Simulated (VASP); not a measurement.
Wanted: the native input for a VASP 6.6.1 run.

```
Task                   : single point
Functional             : PBE
Potentials or basis    : VASP PAW PBE potentials, release 64 (Mo_sv, S)
Cutoff                 : 520 eV
k mesh                 : 10 × 10 × 10
Occupations            : fermi-dirac, width 0.05 eV
Spin                   : no spin polarisation
Dipole correction      : no
Further INCAR settings : ALGO = Normal; EDIFF = 1e-06; NBANDS = 20
```

The structure of MoS2 lies in POSCAR:

```
MoS2
1.0
    1.5814998900      0.9130793900      6.1233282100
   -1.5814998900      0.9130793900      6.1233282100
    0.0000000000     -1.8261587800      6.1233282100
Mo S
1 2
Direct
   -0.0029210000     -0.0058950000      0.0146540000
    0.7431570000      0.7689030000      0.7331110000
    0.5862370000      0.5993630000      0.5742670000
```

This cell differs from its parent crystal: atoms moved at random.

These files were run (other wordings do the same):

INCAR

```
  ALGO = Normal
  EDIFF = 1E-6
  ENCUT = 520
  GGA = PE
  ISIF = 2
  ISMEAR = -1
  LASPH = T
  LCHARG = T
  LELF = T
  LREAL = F
  LVHAR = T
  LWAVE = F
  NBANDS = 20
  NELM = 80
  PREC = Accurate
  SIGMA = 0.05
```

KPOINTS

```
k-points
0
Gamma
  10 10 10
```

Potentials or basis: VASP PAW PBE potentials, release 64 (Mo_sv, S).

The run is started by

```sh
$ cat potpaw_PBE.64/Mo_sv/POTCAR potpaw_PBE.64/S/POTCAR > POTCAR
$ mpirun -np 1 vasp_std > vasp.out
```

Results of the run:

```json
{
 "Pressure": "11.4 GPa",
 "Largest force": "2.378 eV/Å",
 "Band gap on the k mesh": "0.69 eV (least direct gap 1.48 eV)"
}
```

Caveat: the cell differs from its parent crystal (atoms moved at random); the cell stands under pressure; forces of over 1 eV/Å act on the atoms, so gaps and moduli don't describe the material at rest.

It took 12 min on 1 thread of Intel(R) Xeon(R) 6975P-C (Granite Rapids) (shared host), peak memory 0.69 GiB.
